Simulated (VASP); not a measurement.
Here is a VASP 6.6.1 calculation.

File INCAR:

```
SYSTEM = Sr3Ti2O3
ALGO = Normal ; EDIFF = 1E-7
EDIFFG = -0.08 ; ENCUT = 600
GGA = PE ; IBRION = 2
ISIF = 3 ; ISMEAR = 0
ISPIN = 2 ; LASPH = .True.
LCHARG = .False. ; LMAXMIX = 4
LORBIT = 11 ; LREAL = .False.
LWAVE = .False. ; MAGMOM = 0 0 0 1 1 0 0 0
NELM = 150 ; NSW = 36
PREC = Accurate ; SIGMA = 0.2
```

KPOINTS

```
k-points
0
Gamma
  3 3 5
  0 0 0
```

Contents of POSCAR:

```
Sr3Ti2O3
1.0
    7.2878490500      0.0000000000      0.0000000000
   -3.6439245300      6.3114624200      0.0000000000
    0.0000000000      0.0000000000      3.0768574100
Sr Ti O
3 2 3
Direct
    0.4189251100      0.0000000000      0.5000000000
    0.5810748900      0.5810748900      0.5000000000
    0.0000000000      0.4189251100      0.5000000000
    0.3333333300      0.6666666700      0.0000000000
    0.6666666700      0.3333333300      0.0000000000
    0.7632660300      0.0000000000      0.0000000000
    0.2367339700      0.2367339700      0.0000000000
    0.0000000000      0.7632660300      0.0000000000
```

Potentials or basis: VASP PAW PBE potentials, release 64 (Sr_sv, Ti_sv, O).

Launch:

```console
$ cat potpaw_PBE.64/Sr_sv/POTCAR potpaw_PBE.64/Ti_sv/POTCAR potpaw_PBE.64/O/POTCAR > POTCAR
$ mpirun -np 1 vasp_std > vasp.out
```

Q: Estimate the site moments.

A: Sr +0.04; Ti +0.94; O -0.04 μB.

Q: Estimate the relaxed cell.

A: a = 6.887 Å, b = 6.887 Å, c = 4.515 Å, α = 90.00°, β = 90.00°, γ = 120.00°.

Q: What does it give for the relaxed volume?

A: 23.18 Å³/atom.

Stress tensor (GPa, compression positive):
```
 0.17  0.00  0.00
 0.00  0.17  0.00
 0.00  0.00 -0.16
```

Caveat: the k points lie up to 0.35 Å⁻¹ apart in the final cell; the volume moved by over 15 % at a fixed basis, so the end points are rough.
